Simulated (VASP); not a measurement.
Here is a VASP 6.6.1 calculation.

INCAR

```
SYSTEM = Mg
PREC     = Accurate       ! precision mode
ENCUT    = 520            ! plane-wave cutoff, eV
EDIFF    = 1E-7           ! SCF threshold, eV
ISMEAR   = 0              ! smearing method
SIGMA    = 0.15           ! smearing width, eV
LREAL    = .FALSE.        ! projectors in reciprocal space
LASPH    = .TRUE.         ! aspherical terms in the spheres
NELM     = 100            ! most SCF steps
ALGO     = Normal         ! electronic algorithm
ISIF     = 2              ! what is computed and relaxed
LWAVE    = .FALSE.        ! write WAVECAR
LCHARG   = .FALSE.        ! write CHGCAR
GGA      = PS             ! functional
NBANDS   = 9              ! bands
```

The input KPOINTS:

```
Automatic mesh
0
G
  18 18 10
  0 0 0
```

The input POSCAR:

```
Mg
1.0
    3.2092715325      0.0000000000      0.0000000000
   -1.6046357662      2.7793106748      0.0000000000
    0.0000000000      0.0000000000      5.2103300000
Mg
2
Direct
    0.3333333333      0.6666666667      0.1924220731
    0.6666666667      0.3333333333      0.7500000000
```

Potentials or basis: VASP PAW PBE potentials, release 64 (Mg).

Run with:

```bash
$ cat potpaw_PBE.64/Mg/POTCAR > POTCAR
$ mpirun -np 1 vasp_std > vasp.out
```

(1) Predict the largest force.

(2) Predict the band gap on the k mesh.

(3) Predict the pressure.

## Answers

(1) 0.811 eV/Å.

(2) zero (bands 2 and 3 overlap by 2.31 eV).

(3) 0.0 GPa.

Caveat: the cell differs from its parent crystal (atom 1 (Mg) moved by (+0.000, -0.300) A along [1 1 0] and z); the PAW data sets were made with another functional, which shifts forces and pressure a little.
